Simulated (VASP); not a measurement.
CsPbCl3, 5 atoms in the cell. It takes space group Pm-3m (No. 221, cubic). Conventional cell: a = 5.734 Å, b = 5.734 Å, c = 5.734 Å, α = 90.00°, β = 90.00°, γ = 90.00°. Cs (site symmetry m-3m) has 12 Cl at 4.05 Å and 8 Pb at 4.97 Å within 5.3 Å. Pb (site symmetry m-3m) has 6 Cl at 2.87 Å within 3.8 Å. Within 3.8 Å of Cl (site symmetry 4/mmm) lie 2 Pb at 2.87 Å.  This cell differs from its parent crystal: strain +1.0%.

| Quantity | Value |
| --- | --- |
| Program | VASP 6.6.1 |
| Task | single point |
| Functional | PBE |
| Potentials or basis | VASP PAW PBE potentials, release 64 (Cs_sv, Pb_d, Cl) |
| Cutoff | 520 eV |
| k mesh | 4 × 4 × 4 |
| Occupations | fermi-dirac, width 0.02 eV |
| Spin | no spin polarisation |
| Dipole correction | no |
| Further INCAR settings | ALGO = Normal; EDIFF = 1e-06; NBANDS = 30 |

Potentials or basis: VASP PAW PBE potentials, release 64 (Cs_sv, Pb_d, Cl).

Run with:

```bash
$ cat potpaw_PBE.64/Cs_sv/POTCAR potpaw_PBE.64/Pb_d/POTCAR potpaw_PBE.64/Cl/POTCAR > POTCAR
$ mpirun -np 1 vasp_std > vasp.out
```

Hardware: 1 thread of Oxide Virtual Turin-like Processor (shared host).

How long does it take, and how much memory?

It took 60 s on 1 thread of Oxide Virtual Turin-like Processor, on a shared host, peak memory 0.31 GiB. Counts: scf iterations 13, k points 10.
